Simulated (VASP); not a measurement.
**Ag: single point with PBE**

Ag:

```
CELL_PARAMETERS angstrom
-1.62312 1.62312 1.62312
1.62312 -1.62312 1.62312
1.62312 1.62312 -1.62312
ATOMIC_POSITIONS crystal
Ag 0.00000 0.00000 0.00000
```

| Property | Result |
| --- | --- |
| Program | VASP 6.6.1 |
| Task | single point |
| Functional | PBE |
| Potentials or basis | VASP PAW PBE potentials, release 64 (Ag) |
| Cutoff | 520 eV |
| k mesh | 18 × 18 × 18 |
| Occupations | gaussian, width 0.05 eV |
| Spin | no spin polarisation |

```json
{
 "Pressure": "5.1 GPa"
}
```

Levels at points of the mesh, in eV from the Fermi level:
| k point | band 1 | band 2 | band 3 | band 4 | band 5 | band 6 | band 7 | band 8 | band 9 | band 10 |
| --- | --- | --- | --- | --- | --- | --- | --- | --- | --- | --- |
| (0.00, 0.00, 0.00) | -7.75 | -4.92 | -4.92 | -4.92 | -3.59 | -3.59 | 17.97 | 17.97 | 17.97 | 24.25 |
| (0.50, 0.00, 0.00) | -6.40 | -5.70 | -3.64 | -3.47 | -2.58 | -0.07 | 4.14 | 13.34 | 14.48 | 19.99 |
| (0.50, 0.50, 0.50) | -6.35 | -6.35 | -2.82 | -2.82 | -2.82 | 6.90 | 6.90 | 6.90 | 12.82 | 13.52 |

Wall time 17 s on 1 thread of Intel(R) Xeon(R) Platinum 8488C (Sapphire Rapids), with other jobs on the host, peak memory 0.16 GiB.
